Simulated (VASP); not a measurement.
Fe: relaxation of cell and atoms with PBE

Crystal: Fe.

```
CELL_PARAMETERS angstrom
2.24865 0.00000 0.00000
-1.12432 1.94739 0.00000
0.00000 0.00000 3.57405
ATOMIC_POSITIONS crystal
Fe 0.33333 0.66667 0.25000
Fe 0.66667 0.33333 0.75000
```

This isn't the form of Fe at room conditions, which is bcc.

```json
{
 "Program": "VASP 6.6.1",
 "Task": "relaxation of cell and atoms",
 "Functional": "PBE",
 "Potentials or basis": "VASP PAW PBE potentials, release 64 (Fe)",
 "Cutoff": "600 eV",
 "k mesh": "19 × 19 × 11",
 "Occupations": "fermi-dirac, width 0.08 eV",
 "Spin": "collinear spin, ferromagnetic start",
 "Starting moments": "[2.5, 2.5] μB",
 "Target pressure": "140 GPa",
 "Dipole correction": "no",
 "Further INCAR settings": "ALGO = Normal; EDIFF = 1e-07; IBRION = 2; EDIFFG = -0.005; NSW = 32; ISIF = 3"
}
```

- Relaxed volume: 7.81 Å³/atom
- Relaxed cell: a = 2.248 Å, b = 2.248 Å, c = 3.571 Å, α = 90.00°, β = 90.00°, γ = 120.00°
- Space group after relaxing (to 0.1 Å): P6_3/mmc (No. 194)
- Energy change on relaxing (the run minimises the enthalpy): +9.1 meV/atom
- Ionic steps: 5
- Pressure after relaxing: 140.0 GPa
- Band gap on the k mesh: zero (filled and empty bands overlap)
- Net moment: 0.00 μB per cell

Stress tensor (GPa, compression positive):
```
139.92   0.00   0.00
  0.00 139.92   0.00
  0.00   0.00 140.10
```

The path:
| step | energy change (eV) | largest force (eV/Å) | pressure (GPa) | volume (Å³) |
| --- | --- | --- | --- | --- |
| 1 | 0.0000 | 0.0000 | 138.85 | 15.65 |
| 2 | 0.1129 | 0.0000 | 145.84 | 15.52 |
| 3 | 0.0192 | 0.0000 | 140.05 | 15.63 |
| 4 | 0.0187 | 0.0000 | 140.00 | 15.63 |
| 5 | 0.0182 | 0.0000 | 139.98 | 15.63 |

Final structure:
```
Fe
1.0
     2.24808    0.00000    0.00000
    -1.12404    1.94690    0.00000
     0.00000    0.00000    3.57107
Fe
2
Direct
  0.33333 0.66667 0.25000
  0.66667 0.33333 0.75000
```

Levels at points of the mesh, in eV from the Fermi level:
Spin up:
```
           k point  band 5  band 6  band 7  band 8  band 9  band 10  band 11  band 12
(0.00, 0.00, 0.00)   -2.30   -1.76   -1.76   -1.21   -1.21     0.74     1.03     1.03
```
Spin down:
```tsv
k point	band 6	band 7	band 8	band 9	band 10	band 11
(0.00, 0.00, 0.00)	-1.76	-1.76	-1.21	-1.21	0.74	1.03
```

It took 5.8 min on 1 thread of Oxide Virtual Turin-like Processor, on a shared host, peak memory 0.19 GiB.

Caveat: the cell is relaxed towards a set pressure, so the run minimises the enthalpy, not the energy; the moments typed at the start vanished in this run.
